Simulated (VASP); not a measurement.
# Li3H2 in VASP: further runs

The runs below take Li3H2 through single point, with PBE.

All numbers are computed with VASP 6.6.1; they aren't measurements. Logs are shortened: lines on timing, memory, paths and dates and some standing lists are left out, and cuts for length are marked.

## Step 1: The cell of the first run

Symmetry: C2/m, No. 12, monoclinic system. The conventional cell has a = 4.902 Å, b = 2.834 Å, c = 7.307 Å, α = 90.00°, β = 90.12°, γ = 90.00°. Within 2.7 Å of Li (site symmetry 2/m) lie 6 H at 2.02 Å. Li (site symmetry m) has 3 H at 2.00 Å within 2.6 Å. H (site symmetry m) has 6 Li at 2.00 to 2.02 Å within 2.6 Å.

## Step 2: Single point, PBE

Input file INCAR:

```
PREC = Accurate
ENCUT = 520
EDIFF = 1E-6
ISMEAR = 0
SIGMA = 0.1
LREAL = False
LASPH = True
NELM = 80
ALGO = Normal
ISIF = 2
LWAVE = False
LCHARG = True
GGA = PE
LELF = True
LVHAR = True
NBANDS = 14
```

Input file KPOINTS:

```
Automatic mesh
0
Gamma
  12 12 4
```

Input file POSCAR:

```
Li3H2
1.0
    2.4509548123     -1.4168876347      0.0072191692
    2.4509548123      1.4168876347      0.0072191692
   -0.0363011136      0.0000000000      7.3070539294
Li H
3 2
Direct
    0.0000000000      0.0000000000      0.5000000000
    0.3329762681      0.3329762681      0.1797481126
    0.6670237319      0.6670237319      0.8202518874
    0.6664148050      0.6664148050      0.3369338679
    0.3335851950      0.3335851950      0.6630661321
```

Potentials or basis: VASP PAW PBE potentials, release 64 (Li_sv, H).

Command:

```bash
> cat potpaw_PBE.64/Li_sv/POTCAR potpaw_PBE.64/H/POTCAR > POTCAR
> mpirun -np 1 vasp_std > vasp.out
```

OUTCAR:

```text
PREC = Accurate
   ENCUT = 520
   EDIFF = 1E-6
   ISMEAR = 0
   LREAL = False
   LASPH = True
   NELM = 80
   ISIF = 2
   GGA = PE

 ion  position               nearest neighbor table
   1  0.000  0.000  0.500-
   2  0.333  0.333  0.180-
   3  0.667  0.667  0.820-
   4  0.666  0.666  0.337-
   5  0.334  0.334  0.663-

  LATTYP: Found a base centered monoclinic cell.
 ALAT       =     4.9019308883
 B/A-ratio  =     0.5780936806
 C/A-ratio  =     1.4906664877
 COS(beta)  =    -0.0020224693

  Lattice vectors:

 A1 = (   2.4509548123,  -1.4168876347,   0.0072191692)
 A2 = (   2.4509548123,   1.4168876347,   0.0072191692)
 A3 = (  -0.0363011136,   0.0000000000,   7.3070539294)

Analysis of symmetry for initial positions (statically):
=====================================================================
 Subroutine PRICEL returns:
 Original cell was already a primitive cell.

 Routine SETGRP: Setting up the symmetry group for a
 base centered monoclinic supercell.

 Subroutine GETGRP returns: Found  4 space group operations
 (whereof  4 operations were pure point group operations)
 out of a pool of  4 trial point group operations.

The static configuration has the point symmetry C_2h.

Analysis of symmetry for dynamics (positions and initial velocities):
=====================================================================
 Subroutine PRICEL returns:
 Original cell was already a primitive cell.

 Routine SETGRP: Setting up the symmetry group for a
 base centered monoclinic supercell.

 Subroutine GETGRP returns: Found  4 space group operations
 (whereof  4 operations were pure point group operations)
 out of a pool of  4 trial point group operations.

The dynamic configuration has the point symmetry C_2h.

 Subroutine INISYM returns: Found  4 space group operations
 (whereof  4 operations are pure point group operations),
 and found     1 'primitive' translations

----------------------------------------------------------------------------------------

                                     Primitive cell

  volume of cell :      50.7516

  direct lattice vectors                    reciprocal lattice vectors
     2.450954812 -1.416887635  0.007219169     0.203999144 -0.352886134  0.001013459
     2.450954812  1.416887635  0.007219169     0.203999144  0.352886134  0.001013459
    -0.036301114  0.000000000  7.307053929    -0.000403091  0.000000000  0.136852058

  length of vectors
     2.831042596  2.831042596  7.307144100     0.407609251  0.407609251  0.136852652

  position of ions in fractional coordinates (direct lattice)
     1.000000000  1.000000000  0.500000000
     0.332976268  0.332976268  0.179748113
     0.667023732  0.667023732  0.820251887
     0.666414805  0.666414805  0.336933868
     0.333585195  0.333585195  0.663066132

  ion indices of the primitive-cell ions
   primitive index   ion index
                 1           1
                 2           2
                 3           3
                 4           4
                 5           5

----------------------------------------------------------------------------------------

 KPOINTS: Automatic mesh

Automatic generation of k-mesh.
 Grid dimensions read from file:
 generate k-points for:   12   12    4

 Generating k-lattice:

  Cartesian coordinates                     Fractional coordinates (reciprocal lattice)
     0.016999929 -0.029407178  0.000084455     0.083333333  0.000000000  0.000000000
     0.016999929  0.029407178  0.000084455     0.000000000  0.083333333  0.000000000
    -0.000100773  0.000000000  0.034213014     0.000000000  0.000000000  0.250000000

  Length of vectors
     0.033967438  0.033967438  0.034213163

  Shift w.r.t. Gamma in fractional coordinates (k-lattice)
     0.000000000  0.000000000  0.000000000

 Subroutine IBZKPT returns following result:
 ===========================================

 Found    164 irreducible k-points:

 Following reciprocal coordinates:
            Coordinates               Weight
  0.000000  0.000000  0.000000      1.000000
  0.083333 -0.000000  0.000000      4.000000
  0.166667 -0.000000  0.000000      4.000000
  0.250000 -0.000000  0.000000      4.000000
  0.333333 -0.000000  0.000000      4.000000
  0.416667 -0.000000  0.000000      4.000000
[... 16 lines left out ...]
  0.500000  0.166667 -0.000000      4.000000
 -0.416667  0.166667 -0.000000      4.000000
 [... further k-points ...]
   k-points           NKPTS =    164   k-points in BZ     NKDIM =    164   number of bands    NBANDS=     14
   number of dos      NEDOS =    301   number of ions     NIONS =      5
   total plane-waves  NPLWV =  31104
   dimension x,y,z NGX =    24 NGY =   24 NGZ =   54
   dimension x,y,z NGXF=    48 NGYF=   48 NGZF=  108
   ions per type =               3   2
   NGX,Y,Z   is equivalent  to a cutoff of  14.09, 14.09, 12.29 a.u.
   NGXF,Y,Z  is equivalent  to a cutoff of  28.19, 28.19, 24.57 a.u.
 SYSTEM =  unknown system
   PREC   = accura    normal or accurate (medium, high low for compatibility)
   ISTART =      0    job   : 0-new  1-cont  2-samecut
   ICHARG =      2    charge: 1-file 2-atom 10-const
   ISPIN  =      1    spin polarized calculation?
   LNONCOLLINEAR =      F non collinear calculations
   LSORBIT =      F    spin-orbit coupling
   LASPH  =      T    aspherical Exc in radial PAW
   ENCUT  =  520.0 eV  38.22 Ry    6.18 a.u.   5.26  5.26 13.59*2*pi/ulx,y,z
   NELM   =     80;   NELMIN=  2; NELMDL= -5     # of ELM steps
   EDIFF  = 0.1E-05   stopping-criterion for ELM
   LREAL  =      F    real-space projection
   EDIFFG = 0.1E-04   stopping-criterion for IOM
   NSW    =      0    number of steps for IOM
   IBRION =     -1    ionic relax: 0-MD 1-quasi-New 2-CG
   NFREE  =      0    steps in history (QN), initial steepest desc. (CG)
   ISIF   =      2    stress and relaxation
   ISYM   =      2    0-nonsym 1-usesym 2-fastsym
   POTIM  = 0.5000    time-step for ionic-motion
   TEBEG  =    0.0;   TEEND  =   0.0 temperature during run
   PSTRESS=    0.0 pullay stress
   NELECT =      11.0000    total number of electrons
   NUPDOWN=      -1.0000    fix difference up-down
   EMIN   =  10.00;   EMAX   =-10.00  energy-range for DOS
   EFERMI =   0.00;   METHOD = LEGACY
   ISMEAR =     0;   SIGMA  =   0.10  broadening in eV -4-tet -1-fermi 0-gaus
   EFERMI_NEDOS =   21; number of points for ismear=-14 and -15
   IALGO  =     38    algorithm
   IMIX   =      4    mixing-type and parameters
     AMIX     =   0.40;   BMIX     =  1.00
     AMIX_MAG =   1.60;   BMIX_MAG =  1.00
  volume/ion in A,a.u.               =      10.15        68.50
  Fermi-wavevector in a.u.,A,eV,Ry     =   0.983383  1.858324 13.157401  0.967042
  Thomas-Fermi vector in A             =   2.114537
   LORBIT       =      0    0 simple, 1 ext, 2 COOP (PROOUT), +10 PAW based schemes
   GGA     = PE    functional components
   LHFCALC =     F    Hartree Fock is set to
   AEXX    =    0.0000 exact exchange contribution
   IVDW    =     0    specifies the selected vdW correction
   LEPSILON=     F    determine dielectric tensor
   LRPA    =     F    only Hartree local field effects (RPA)
 non-spin polarized calculation
 Gauss-broadening in eV      SIGMA  =   0.10
  energy-cutoff  :      520.00
  volume of cell :       50.75
 maximum number of plane-waves:      1383
 NGX is ok and might be reduce to    24
   NGX = 11   NGY = 11   NGZ = 27

 number of electron      10.9999989 magnetization

 Free energy of the ion-electron system (eV)
  ---------------------------------------------------
  ext. energy  EPLUGINS =         0.00000000
  ---------------------------------------------------
  free energy    TOTEN  =       -14.00630121 eV

  energy without entropy =      -14.00218596  energy(sigma->0) =      -14.00424358

 E-fermi :   2.2106     XC(G=0):  -8.0654

 val. band max:        2.2057414276   @ k =  -0.4167  -0.4167   0.2500
 cond. band min:       2.2683966494   @ k =   0.5000  -0.0000   0.5000
 fundamental gap:      0.0626552218
 Fermi energy:         2.2105853691

 k-point     1 :       0.0000    0.0000    0.0000
  band No.  band energies     occupation
      1     -44.8314      2.00000
      2     -44.6066      2.00000
      3     -44.5997      2.00000
      4      -5.5186      2.00000
      5      -4.2341      2.00000
      6      -0.4536      2.00000
      7       6.4461      0.00000
      8       6.7620      0.00000
      9      13.7603      0.00000
     10      14.6473      0.00000
     11      16.2041      0.00000
     12      16.2290      0.00000
     13      16.3170      0.00000
     14      16.4783      0.00000

 k-point     2 :       0.0833   -0.0000    0.0000
  band No.  band energies     occupation
      1     -44.8294      2.00000
      2     -44.6046      2.00000
      3     -44.5979      2.00000
      4      -5.4053      2.00000
      5      -4.1081      2.00000
      6      -0.3190      2.00000
      7       6.5109      0.00000
      8       6.8208      0.00000
      9      12.5435      0.00000
     10      13.6339      0.00000
     11      14.8465      0.00000
     12      15.5049      0.00000
     13      16.1245      0.00000
     14      16.7833      0.00000

 k-point     3 :       0.1667   -0.0000    0.0000
  band No.  band energies     occupation
      1     -44.8236      2.00000
      2     -44.5991      2.00000
      3     -44.5929      2.00000
      4      -5.0692      2.00000
      5      -3.7385      2.00000
      6       0.0810      2.00000
      7       6.6837      0.00000
      8       6.9719      0.00000
      9      10.1727      0.00000
     10      11.5886      0.00000
     11      13.4469      0.00000
     12      14.2482      0.00000
     13      15.2599      0.00000
     14      15.7425      0.00000

 k-point     4 :       0.2500   -0.0000    0.0000
  band No.  band energies     occupation
      1     -44.8158      2.00000
      2     -44.5914      2.00000
      3     -44.5860      2.00000
      4      -4.5256      2.00000
      5      -3.1577      2.00000
      6       0.7285      2.00000
      7       6.6576      0.00000
      8       6.9823      0.00000
      9       8.2871      0.00000
     10       9.5911      0.00000
     11      11.8451      0.00000
     12      12.3141      0.00000
     13      14.6204      0.00000
     14      14.6870      0.00000

 k-point     5 :       0.3333   -0.0000    0.0000
  band No.  band energies     occupation
      1     -44.8080      2.00000
      2     -44.5836      2.00000
      3     -44.5794      2.00000
      4      -3.8194      2.00000
      5      -2.4522      2.00000
      6       1.5617      2.00000
      7       5.4302      0.00000
      8       6.1061      0.00000
      9       7.9622      0.00000
     10       8.8798      0.00000
     11       9.8963      0.00000
[... 276 lines left out ...]
 k-point    22 :       0.4167    0.1667    0.0000
  band No.  band energies     occupation
      1     -44.8051      2.00000
      2     -44.5806      2.00000
      3     -44.5769      2.00000
      4      -3.5005      2.00000
      5      -2.1669      2.00000
      6       1.9568      1.99967
      7       5.3673      0.00000
      8       6.3588      0.00000
      9       7.5789      0.00000
     10       7.8107      0.00000
     11       8.8839      0.00000
     12      11.1505      0.00000
     13      11.6401      0.00000
     14      12.5960      0.00000

 k-point    23 :       0.5000    0.1667   -0.0000
  band No.  band energies     occupation
      1     -44.8002      2.00000
      2     -44.5754      2.00000
      3     -44.5729      2.00000
      4      -2.7569      2.00000
      5      -1.6291      2.00000
      6       2.7853      0.00000
      7       4.3949      0.00000
      8       5.0007      0.00000
      9       6.9356      0.00000
     10       8.0781      0.00000
     11       8.2637      0.00000
     12      10.6175      0.00000
     13      10.8335      0.00000
     14      12.4844      0.00000

 k-point    24 :      -0.4167    0.1667   -0.0000
  band No.  band energies     occupation
      1     -44.7984      2.00000
      2     -44.5735      2.00000
      3     -44.5716      2.00000
      4      -2.3563      2.00000
      5      -1.4749      2.00000
      6       3.2368      0.00000
      7       3.7202      0.00000
      8       5.2271      0.00000
      9       5.7029      0.00000
     10       8.2372      0.00000
     11       8.4718      0.00000
     12      10.4143      0.00000
     13      10.5476      0.00000
     14      12.8336      0.00000

 [... further k-points ...]
[... 5 lines left out ...]
  --------------------------------------------------------------------------------------
  -------------------------------------------------------------------------------------
  Total       -0.0493616     -0.0613131     -0.0571285      0.0000000      0.0000000      0.0063780
  in kB       -1.5582968     -1.9355944     -1.8034898      0.0000000      0.0000000      0.2013460
  external PRESSURE =      -1.7657936 kB  Pullay stress =       0.0000000 kB

 VOLUME and BASIS-vectors are now :
 -----------------------------------------------------------------------------
  energy-cutoff  :      520.00
  volume of cell :       50.75
      direct lattice vectors                 reciprocal lattice vectors
     2.450954812 -1.416887635  0.007219169     0.203999144 -0.352886134  0.001013459
     2.450954812  1.416887635  0.007219169     0.203999144  0.352886134  0.001013459
    -0.036301114  0.000000000  7.307053929    -0.000403091  0.000000000  0.136852058

 POSITION                                       TOTAL-FORCE (eV/Angst)
 -----------------------------------------------------------------------------------
     -0.01815      0.00000      3.65353        -0.000000      0.000000     -0.000000
      1.62569      0.00000      1.31824        -0.000532      0.000000      0.003915
      3.23991      0.00000      6.00326         0.000532      0.000000     -0.003915
      3.25447      0.00000      2.47162         0.000323      0.000000     -0.001369
      1.61113      0.00000      4.84988        -0.000323      0.000000      0.001369
 -----------------------------------------------------------------------------------
    total drift:                                0.000000      0.000000      0.000000

  FREE ENERGIE OF THE ION-ELECTRON SYSTEM (eV)
  ---------------------------------------------------
  free  energy   TOTEN  =       -14.0063012071 eV

  energy  without entropy=      -14.0021859607  energy(sigma->0) =      -14.00424358
```

Wall time 88 s (1 thread of Intel Xeon Platinum 8259CL at 2.50GHz (Skylake/Cascade Lake), shared host); peak memory 0.23 GiB.

Results:

| Quantity | Value |
| --- | --- |
| Free energy | -14.0063 eV |
| Largest force | 0.004 eV/Å |
| Band gap on the k mesh | zero (an odd number of electrons rules out a gap without spin polarisation) |

Forces on the atoms (eV/Å):
```
Li   0.000  0.000  0.000
Li  -0.001  0.000  0.004
Li   0.001  0.000 -0.004
H    0.000  0.000 -0.001
H    0.000  0.000  0.001
```

Levels at points of the mesh, in eV from the Fermi level:
```tsv
k point	band 2	band 3	band 4	band 5	band 6	band 7	band 8	band 9	band 10	band 11
(0.00, 0.00, 0.00)	-46.82	-46.81	-7.73	-6.44	-2.66	4.24	4.55	11.55	12.44	13.99
(0.50, 0.00, 0.00)	-46.79	-46.78	-4.92	-3.84	0.52	1.40	3.07	3.39	7.63	7.91
(0.50, 0.50, 0.00)	-46.79	-46.78	-4.91	-3.83	0.54	1.41	3.06	3.39	7.64	7.89
(0.00, 0.00, 0.50)	-46.82	-46.81	-7.68	-6.57	-2.30	2.05	8.82	9.60	11.62	13.02
(0.50, 0.00, 0.50)	-46.79	-46.78	-4.93	-3.80	0.06	2.11	3.08	3.92	6.23	6.24
(0.50, 0.50, 0.50)	-46.79	-46.78	-4.93	-3.79	0.07	2.13	3.10	3.93	6.21	6.23
```

Caveat: the cutoff is under 1.25 times the usual one of these potentials, so pressure, stress and relaxed cells hold a basis-set (Pulay) error.

## Step 3: Single point, PBE

Input file INCAR:

```
ALGO = Normal
EDIFF = 1E-6
ENCUT = 520
GGA = PE
ISIF = 2
ISMEAR = 0
LASPH = True
LCHARG = False
LREAL = False
LWAVE = False
NBANDS = 14
NELM = 60
PREC = Accurate
SIGMA = 0.1
```

Input file KPOINTS:

```
k-points
0
Gamma
  12 12 4
```

Input file POSCAR:

```
Li3H2
1.0
    2.4524652709     -1.4159047914      0.0095861333
    2.4524652709      1.4159047914      0.0095861333
   -0.0292645233      0.0000000000      7.3062696174
Li H
3 2
Direct
    0.0000000000      0.0000000000      0.5000000000
    0.3333010655      0.3333010655      0.1797435874
    0.6666989345      0.6666989345      0.8202564126
    0.6666588601      0.6666588601      0.3368965755
    0.3333411399      0.3333411399      0.6631034245
```

Potentials or basis: VASP PAW PBE potentials, release 64 (Li_sv, H).

Command:

```bash
> cat potpaw_PBE.64/Li_sv/POTCAR potpaw_PBE.64/H/POTCAR > POTCAR
> mpirun -np 1 vasp_std > vasp.out
```

Wall time 86 s (1 thread of Intel Xeon Platinum 8259CL at 2.50GHz (Skylake/Cascade Lake), shared host); peak memory 0.23 GiB.

It converged, with:

```
Free energy            : -14.0063 eV
Largest force          : 0.004 eV/Å
Band gap on the k mesh : zero (an odd number of electrons rules out a gap without spin polarisation)
```

Forces on the atoms (eV/Å):
```
Li   0.000  0.000  0.000
Li   0.000  0.000  0.004
Li   0.000  0.000 -0.004
H    0.000  0.000 -0.001
H    0.000  0.000  0.001
```

Levels at points of the mesh, in eV from the Fermi level:
```csv
k point,band 2,band 3,band 4,band 5,band 6,band 7,band 8,band 9,band 10,band 11
"(0.00, 0.00, 0.00)",-46.82,-46.81,-7.73,-6.45,-2.66,4.24,4.55,11.55,12.44,14.01
"(0.50, 0.00, 0.00)",-46.79,-46.78,-4.91,-3.83,0.53,1.41,3.07,3.39,7.63,7.90
"(0.50, 0.50, 0.00)",-46.79,-46.78,-4.91,-3.84,0.53,1.41,3.06,3.39,7.63,7.90
"(0.00, 0.00, 0.50)",-46.82,-46.81,-7.68,-6.57,-2.30,2.05,8.82,9.60,11.62,13.02
"(0.50, 0.00, 0.50)",-46.79,-46.78,-4.93,-3.80,0.06,2.12,3.09,3.92,6.23,6.23
"(0.50, 0.50, 0.50)",-46.79,-46.78,-4.93,-3.80,0.06,2.12,3.09,3.92,6.23,6.23
```

Caveat: the cutoff is under 1.25 times the usual one of these potentials, so pressure, stress and relaxed cells hold a basis-set (Pulay) error.
